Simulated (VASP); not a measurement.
# LiTlF4 (P4/mmm) in VASP: single point with PBE

Aim: the single point of LiTlF4 with PBE.

All numbers are computed with VASP 6.6.1; they aren't measurements. Logs are shortened: lines on timing, memory, paths and dates and some standing lists are left out, and cuts for length are marked.

**1. The cell of the first run**

Symmetry: P4/mmm, No. 123, tetragonal system. Conventional cell: a = 3.734 Å, b = 3.734 Å, c = 5.280 Å, α = 90.00°, β = 90.00°, γ = 90.00°. Li (site symmetry 4/mmm) has 8 F at 2.29 Å within 3.0 Å. Tl (site symmetry 4/mmm) has 8 F at 2.29 Å within 3.0 Å. Within 3.0 Å of F (site symmetry 2mm) lie 2 Li at 2.29 Å and 2 Tl at 2.29 Å and 6 F at 2.64 Å.

**2. Single point, PBE**

Contents of INCAR:

```
ALGO     = Normal         # electronic algorithm
EDIFF    = 1E-6           # SCF threshold, eV
ENCUT    = 520            # plane-wave cutoff, eV
GGA      = PE             # functional
ISIF     = 2              # what is computed and relaxed
ISMEAR   = 0              # smearing method
LASPH    = T              # aspherical terms in the spheres
LCHARG   = T              # write CHGCAR
LELF     = T              # ELF
LREAL    = F              # projectors in reciprocal space
LVHAR    = T            
LWAVE    = F              # write WAVECAR
NBANDS   = 31             # bands
NELM     = 60             # most SCF steps
PREC     = Accurate       # precision mode
SIGMA    = 0.1            # smearing width, eV
```

Contents of KPOINTS:

```
k-points
0
Gamma
  6 6 4
```

Contents of POSCAR:

```
LiTlF4
1.0
    3.7336322600      0.0000000000      0.0000000000
    0.0000000000      3.7336322600      0.0000000000
    0.0000000000      0.0000000000      5.2801533800
Li Tl F
1 1 4
Direct
    0.0000000000      0.0000000000      0.0000000000
    0.5000000000      0.5000000000      0.5000000000
    0.5000000000      0.0000000000      0.2500000000
    0.0000000000      0.5000000000      0.7500000000
    0.5000000000      0.0000000000      0.7500000000
    0.0000000000      0.5000000000      0.2500000000
```

Potentials or basis: VASP PAW PBE potentials, release 64 (Li_sv, Tl_d, F).

On the command line:

```console
$ cat potpaw_PBE.64/Li_sv/POTCAR potpaw_PBE.64/Tl_d/POTCAR potpaw_PBE.64/F/POTCAR > POTCAR
$ mpirun -np 1 vasp_std > vasp.out
```

OUTCAR:

```text
EDIFF = 1E-6
   ENCUT = 520
   GGA = PE
   ISIF = 2
   ISMEAR = 0
   LASPH = T
   LREAL = F
   NELM = 60
   PREC = Accurate

 ion  position               nearest neighbor table
   1  0.000  0.000  0.000-
   2  0.500  0.500  0.500-   3 2.29   4 2.29   5 2.29   6 2.29   3 2.29   5 2.29   4 2.29   6 2.29

   3  0.500  0.000  0.250-   2 2.29   2 2.29
   4  0.000  0.500  0.750-   2 2.29   2 2.29
   5  0.500  0.000  0.750-   2 2.29   2 2.29
   6  0.000  0.500  0.250-   2 2.29   2 2.29

  LATTYP: Found a simple tetragonal cell.
 ALAT       =     3.7336322600
 C/A-ratio  =     1.4142135626

  Lattice vectors:

 A1 = (   3.7336322600,   0.0000000000,   0.0000000000)
 A2 = (   0.0000000000,   3.7336322600,   0.0000000000)
 A3 = (   0.0000000000,   0.0000000000,   5.2801533800)

Analysis of symmetry for initial positions (statically):
=====================================================================
 Subroutine PRICEL returns:
 Original cell was already a primitive cell.

 Routine SETGRP: Setting up the symmetry group for a
 simple tetragonal supercell.

 Subroutine GETGRP returns: Found 16 space group operations
 (whereof 16 operations were pure point group operations)
 out of a pool of 16 trial point group operations.

The static configuration has the point symmetry D_4h.

Analysis of symmetry for dynamics (positions and initial velocities):
=====================================================================
 Subroutine PRICEL returns:
 Original cell was already a primitive cell.

 Routine SETGRP: Setting up the symmetry group for a
 simple tetragonal supercell.

 Subroutine GETGRP returns: Found 16 space group operations
 (whereof 16 operations were pure point group operations)
 out of a pool of 16 trial point group operations.

The dynamic configuration has the point symmetry D_4h.

 Subroutine INISYM returns: Found 16 space group operations
 (whereof 16 operations are pure point group operations),
 and found     1 'primitive' translations

----------------------------------------------------------------------------------------

                                     Primitive cell

  volume of cell :      73.6054

  direct lattice vectors                    reciprocal lattice vectors
     3.733632260  0.000000000  0.000000000     0.267835697  0.000000000  0.000000000
     0.000000000  3.733632260  0.000000000     0.000000000  0.267835697  0.000000000
     0.000000000  0.000000000  5.280153380     0.000000000  0.000000000  0.189388438

  length of vectors
     3.733632260  3.733632260  5.280153380     0.267835697  0.267835697  0.189388438

  position of ions in fractional coordinates (direct lattice)
     0.000000000  0.000000000  0.000000000
     0.500000000  0.500000000  0.500000000
     0.500000000  0.000000000  0.250000000
     0.000000000  0.500000000  0.750000000
     0.500000000  0.000000000  0.750000000
     0.000000000  0.500000000  0.250000000

  ion indices of the primitive-cell ions
   primitive index   ion index
                 1           1
                 2           2
                 3           3
                 4           4
                 5           5
                 6           6

----------------------------------------------------------------------------------------

 KPOINTS: k-points

Automatic generation of k-mesh.
 Grid dimensions read from file:
 generate k-points for:    6    6    4

 Generating k-lattice:

  Cartesian coordinates                     Fractional coordinates (reciprocal lattice)
     0.044639283  0.000000000  0.000000000     0.166666667  0.000000000  0.000000000
     0.000000000  0.044639283  0.000000000     0.000000000  0.166666667  0.000000000
     0.000000000  0.000000000  0.047347109     0.000000000  0.000000000  0.250000000

  Length of vectors
     0.044639283  0.044639283  0.047347109

  Shift w.r.t. Gamma in fractional coordinates (k-lattice)
     0.000000000  0.000000000  0.000000000

 Subroutine IBZKPT returns following result:
 ===========================================

 Found     30 irreducible k-points:

 Following reciprocal coordinates:
            Coordinates               Weight
  0.000000  0.000000  0.000000      1.000000
  0.166667  0.000000  0.000000      4.000000
  0.333333  0.000000  0.000000      4.000000
  0.500000  0.000000  0.000000      2.000000
  0.166667  0.166667  0.000000      4.000000
  0.333333  0.166667  0.000000      8.000000
[... 16 lines left out ...]
  0.333333  0.000000  0.500000      4.000000
  0.500000  0.000000  0.500000      2.000000
 [... further k-points ...]
   k-points           NKPTS =     30   k-points in BZ     NKDIM =     30   number of bands    NBANDS=     31
   number of dos      NEDOS =    301   number of ions     NIONS =      6
   total plane-waves  NPLWV =  31360
   dimension x,y,z NGX =    28 NGY =   28 NGZ =   40
   dimension x,y,z NGXF=    56 NGYF=   56 NGZF=   80
   ions per type =               1   1   4
   NGX,Y,Z   is equivalent  to a cutoff of  12.47, 12.47, 12.59 a.u.
   NGXF,Y,Z  is equivalent  to a cutoff of  24.93, 24.93, 25.19 a.u.
 SYSTEM =  unknown system
   PREC   = accura    normal or accurate (medium, high low for compatibility)
   ISTART =      0    job   : 0-new  1-cont  2-samecut
   ICHARG =      2    charge: 1-file 2-atom 10-const
   ISPIN  =      1    spin polarized calculation?
   LNONCOLLINEAR =      F non collinear calculations
   LSORBIT =      F    spin-orbit coupling
   LASPH  =      T    aspherical Exc in radial PAW
   ENCUT  =  520.0 eV  38.22 Ry    6.18 a.u.   6.94  6.94  9.82*2*pi/ulx,y,z
   NELM   =     60;   NELMIN=  2; NELMDL= -5     # of ELM steps
   EDIFF  = 0.1E-05   stopping-criterion for ELM
   LREAL  =      F    real-space projection
   EDIFFG = 0.1E-04   stopping-criterion for IOM
   NSW    =      0    number of steps for IOM
   IBRION =     -1    ionic relax: 0-MD 1-quasi-New 2-CG
   NFREE  =      0    steps in history (QN), initial steepest desc. (CG)
   ISIF   =      2    stress and relaxation
   ISYM   =      2    0-nonsym 1-usesym 2-fastsym
   POTIM  = 0.5000    time-step for ionic-motion
   TEBEG  =    0.0;   TEEND  =   0.0 temperature during run
   PSTRESS=    0.0 pullay stress
   NELECT =      44.0000    total number of electrons
   NUPDOWN=      -1.0000    fix difference up-down
   EMIN   =  10.00;   EMAX   =-10.00  energy-range for DOS
   EFERMI =   0.00;   METHOD = LEGACY
   ISMEAR =     0;   SIGMA  =   0.10  broadening in eV -4-tet -1-fermi 0-gaus
   EFERMI_NEDOS =   21; number of points for ismear=-14 and -15
   IALGO  =     38    algorithm
   IMIX   =      4    mixing-type and parameters
     AMIX     =   0.40;   BMIX     =  1.00
     AMIX_MAG =   1.60;   BMIX_MAG =  1.00
  volume/ion in A,a.u.               =      12.27        82.79
  Fermi-wavevector in a.u.,A,eV,Ry     =   1.379079  2.606082 25.876366  1.901859
  Thomas-Fermi vector in A             =   2.504082
   LORBIT       =      0    0 simple, 1 ext, 2 COOP (PROOUT), +10 PAW based schemes
   GGA     = PE    functional components
   LHFCALC =     F    Hartree Fock is set to
   AEXX    =    0.0000 exact exchange contribution
   IVDW    =     0    specifies the selected vdW correction
   LEPSILON=     F    determine dielectric tensor
   LRPA    =     F    only Hartree local field effects (RPA)
 non-spin polarized calculation
 Gauss-broadening in eV      SIGMA  =   0.10
  energy-cutoff  :      520.00
  volume of cell :       73.61
 maximum number of plane-waves:      1998
 NGX is ok and might be reduce to    28
   NGX = 13   NGY = 13   NGZ = 19

 number of electron      43.9999947 magnetization

 Free energy of the ion-electron system (eV)
  ---------------------------------------------------
  ext. energy  EPLUGINS =         0.00000000
  ---------------------------------------------------
  free energy    TOTEN  =       -24.16815054 eV

  energy without entropy =      -24.16815054  energy(sigma->0) =      -24.16815054

 E-fermi :   0.5616     XC(G=0):  -9.7838

 val. band max:        0.1269921070   @ k =   0.5000   0.5000   0.0000
 cond. band min:       2.1582357467   @ k =   0.0000   0.0000   0.0000
 fundamental gap:      2.0312436396
 Fermi energy:         0.5615714962

 k-point     1 :       0.0000    0.0000    0.0000
  band No.  band energies     occupation
      1     -41.8298      2.00000
      2     -20.7482      2.00000
      3     -20.1966      2.00000
      4     -19.9146      2.00000
      5     -19.4687      2.00000
      6      -8.5936      2.00000
[... 23 lines left out ...]
     30      15.2224      0.00000
     31      15.2224      0.00000

 k-point     2 :       0.1667    0.0000    0.0000
  band No.  band energies     occupation
      1     -41.8297      2.00000
      2     -20.6808      2.00000
      3     -20.1586      2.00000
      4     -19.9558      2.00000
      5     -19.5302      2.00000
      6      -8.5822      2.00000
[... 23 lines left out ...]
     30      14.8822      0.00000
     31      15.2999      0.00000

 k-point     3 :       0.3333    0.0000    0.0000
  band No.  band energies     occupation
      1     -41.8292      2.00000
      2     -20.5081      2.00000
      3     -20.0760      2.00000
      4     -20.0507      2.00000
      5     -19.6836      2.00000
      6      -8.5590      2.00000
[... 23 lines left out ...]
     30      15.1897      0.00000
     31      15.4850      0.00000

 k-point     4 :       0.5000    0.0000    0.0000
  band No.  band energies     occupation
      1     -41.8290      2.00000
      2     -20.3404      2.00000
      3     -20.2167      2.00000
      4     -19.9257      2.00000
      5     -19.8312      2.00000
      6      -8.5474      2.00000
[... 23 lines left out ...]
     30      15.6014      0.00000
     31      16.4528      0.00000

 k-point     5 :       0.1667    0.1667    0.0000
  band No.  band energies     occupation
      1     -41.8295      2.00000
      2     -20.6190      2.00000
      3     -20.1260      2.00000
      4     -19.9889      2.00000
      5     -19.5838      2.00000
      6      -8.4491      2.00000
[... 23 lines left out ...]
     30      14.5214      0.00000
     31      15.8030      0.00000
[... 542 lines left out ...]
     30      15.0227      0.00000
     31      16.2758      0.00000

 k-point    22 :       0.1667    0.0000    0.5000
  band No.  band energies     occupation
      1     -41.8297      2.00000
      2     -20.5289      2.00000
      3     -20.3271      2.00000
      4     -19.8239      2.00000
      5     -19.6740      2.00000
      6      -8.5941      2.00000
[... 23 lines left out ...]
     30      15.1513      0.00000
     31      16.7315      0.00000

 k-point    23 :       0.3333    0.0000    0.5000
  band No.  band energies     occupation
      1     -41.8293      2.00000
      2     -20.3560      2.00000
      3     -20.2142      2.00000
      4     -19.9367      2.00000
      5     -19.8353      2.00000
      6      -8.5692      2.00000
[... 23 lines left out ...]
     30      15.4554      0.00000
     31      17.4898      0.00000

 k-point    24 :       0.5000    0.0000    0.5000
  band No.  band energies     occupation
      1     -41.8290      2.00000
      2     -20.1890      2.00000
      3     -20.0750      2.00000
      4     -20.0732      2.00000
      5     -19.9978      2.00000
      6      -8.5566      2.00000
[... 23 lines left out ...]
     30      15.6435      0.00000
     31      18.5461      0.00000

 [... further k-points ...]

------------------------ aborting loop because EDIFF is reached ----------------------------------------

  FORCE on cell =-STRESS in cart. coord.  units (eV):
  Direction    XX          YY          ZZ          XY          YZ          ZX
  --------------------------------------------------------------------------------------
  -------------------------------------------------------------------------------------
  Total        0.9880016      0.9880016      0.6676369      0.0000000      0.0000000     -0.0000000
  in kB       21.5059492     21.5059492     14.5325313      0.0000000      0.0000000     -0.0000000
  external PRESSURE =      19.1814765 kB  Pullay stress =       0.0000000 kB

 VOLUME and BASIS-vectors are now :
 -----------------------------------------------------------------------------
  energy-cutoff  :      520.00
  volume of cell :       73.61
      direct lattice vectors                 reciprocal lattice vectors
     3.733632260  0.000000000  0.000000000     0.267835697  0.000000000  0.000000000
     0.000000000  3.733632260  0.000000000     0.000000000  0.267835697  0.000000000
     0.000000000  0.000000000  5.280153380     0.000000000  0.000000000  0.189388438

 POSITION                                       TOTAL-FORCE (eV/Angst)
 -----------------------------------------------------------------------------------
      0.00000      0.00000      0.00000         0.000000      0.000000      0.000000
      1.86682      1.86682      2.64008         0.000000      0.000000      0.000000
      1.86682      0.00000      1.32004         0.000000      0.000000     -0.107396
      0.00000      1.86682      3.96012        -0.000000     -0.000000      0.107396
      1.86682      0.00000      3.96012         0.000000      0.000000      0.107396
      0.00000      1.86682      1.32004         0.000000     -0.000000     -0.107396
 -----------------------------------------------------------------------------------
    total drift:                                0.000000      0.000000      0.000000

  FREE ENERGIE OF THE ION-ELECTRON SYSTEM (eV)
  ---------------------------------------------------
  free  energy   TOTEN  =       -24.1681505350 eV

  energy  without entropy=      -24.1681505350  energy(sigma->0) =      -24.16815054
```

Wall time 34 s (1 thread of Intel Xeon Platinum 8488C (Sapphire Rapids), shared host); peak memory 0.21 GiB.

What came out:

* Free energy: -24.1682 eV
* Largest force: 0.107 eV/Å
* Band gap on the k mesh: 2.03 eV, indirect (least direct gap 2.23 eV)

Forces in eV/Å, atoms in the order of the input:
```
Li   0.000  0.000  0.000
Tl   0.000  0.000  0.000
F    0.000  0.000 -0.107
F    0.000  0.000  0.107
F    0.000  0.000  0.107
F    0.000  0.000 -0.107
```

Levels at points of the mesh, in eV from the valence-band top:
| k point | band 19 | band 20 | band 21 | band 22 | band 23 | band 24 | band 25 | band 26 |
| --- | --- | --- | --- | --- | --- | --- | --- | --- |
| (0.00, 0.00, 0.00) | -0.78 | -0.31 | -0.20 | -0.20 | 2.03 | 9.51 | 10.72 | 12.05 |
| (0.50, 0.00, 0.00) | -1.09 | -0.63 | -0.55 | -0.22 | 4.11 | 8.73 | 11.50 | 11.78 |
| (0.50, 0.50, 0.00) | -0.23 | -0.22 | -0.21 | 0.00 | 4.62 | 9.69 | 9.69 | 12.07 |
| (0.00, 0.00, 0.50) | -0.64 | -0.56 | -0.32 | -0.32 | 2.95 | 7.83 | 10.96 | 12.38 |
| (0.50, 0.00, 0.50) | -1.12 | -1.05 | -0.87 | -0.80 | 4.33 | 9.04 | 9.89 | 12.75 |
| (0.50, 0.50, 0.50) | -0.73 | -0.13 | -0.12 | -0.10 | 4.82 | 10.70 | 10.70 | 11.80 |

Caveat: the cutoff is under 1.25 times the usual one of these potentials, so pressure, stress and relaxed cells hold a basis-set (Pulay) error; spin-orbit coupling is left out, which moves the levels of the heavy elements. A k mesh can miss the band edges.
